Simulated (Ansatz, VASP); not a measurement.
# Al7Ir in VASP and in Ansatz

```
CELL_PARAMETERS angstrom
0.00000 3.94492 3.94492
3.94492 0.00000 3.94492
3.94492 3.94492 0.00000
ATOMIC_POSITIONS crystal
Al 0.50000 0.50000 0.50000
Al 0.50000 0.00000 0.00000
Al 0.50000 0.00000 0.50000
Al 0.00000 0.50000 0.50000
Al 0.00000 0.50000 0.00000
Al 0.50000 0.50000 0.00000
Al 0.00000 0.00000 0.50000
Ir 0.00000 0.00000 0.00000
```

Change from the starting cell: species swapped into the CuPt7 type (Fm-3m, No. 225).

Alike in both runs: functional PBE; k mesh 4 × 4 × 4; occupations gaussian, width 0.1 eV; no spin polarisation.

Ansatz relaxed the structure, and its values are those at the end. VASP's run is a single point on that final structure, the one shown.

|  | VASP | Ansatz |
| --- | --- | --- |
| version | VASP 6.6.1 | Ansatz 0.2.0 |
| potentials or method | VASP PAW PBE potentials, release 64 (Al, Ir), cutoff 520 eV | scalar-relativistic, plane waves, PAW |
| valence electrons in the cell | 30 | 38 |

|  | VASP | Ansatz | Ansatz less VASP |
| --- | --- | --- | --- |
| gap on the k mesh at the Fermi level (eV) | none | none | - |
| pressure (GPa) | -0.1 | -0.1 | +0.03 |

A gap of «none» marks a metal or a gap that the smearing closes. The functional is the same, so the differences come from potentials, cutoffs and numerics. VASP's potentials hold 30 valence electrons a cell and Ansatz's 38, so a difference there can come from the potentials and not from the codes.

Neither program's run includes spin-orbit coupling.
